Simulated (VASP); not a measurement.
Here is a VASP 6.6.1 calculation.

File INCAR:

```
  PREC = Accurate
  ENCUT = 520
  EDIFF = 1E-6
  ISMEAR = 0
  SIGMA = 0.1
  LREAL = F
  LASPH = T
  NELM = 60
  ALGO = Normal
  ISIF = 2
  LWAVE = F
  LCHARG = T
  GGA = PE
  LELF = T
  LVHAR = T
  NBANDS = 16
```

KPOINTS

```
Automatic mesh
0
Gamma
  14 14 14
```

POSCAR

```
Si2Ni
1.0
    0.0000000000      2.7234320615      2.7234320615
    2.7234320615      0.0000000000      2.7234320615
    2.7234320615      2.7234320615      0.0000000000
Si Ni
2 1
Direct
    0.2500000000      0.2500000000      0.2500000000
    0.7500000000      0.7500000000      0.7500000000
    0.0000000000      0.0000000000      0.0000000000
```

Potentials or basis: VASP PAW PBE potentials, release 64 (Si, Ni).

Command:

```bash
$ cat potpaw_PBE.64/Si/POTCAR potpaw_PBE.64/Ni/POTCAR > POTCAR
$ mpirun -np 1 vasp_std > vasp.out
```

Problem. Estimate the pressure.

Solution. -0.1 GPa.

Problem. Predict the band gap on the k mesh.

Solution. Zero (band 9 reaches 11.80 eV, above the bottom of band 10 at 9.65 eV).

Spin polarisation is off, so any magnetic state and its effect on volume and gap are missing.
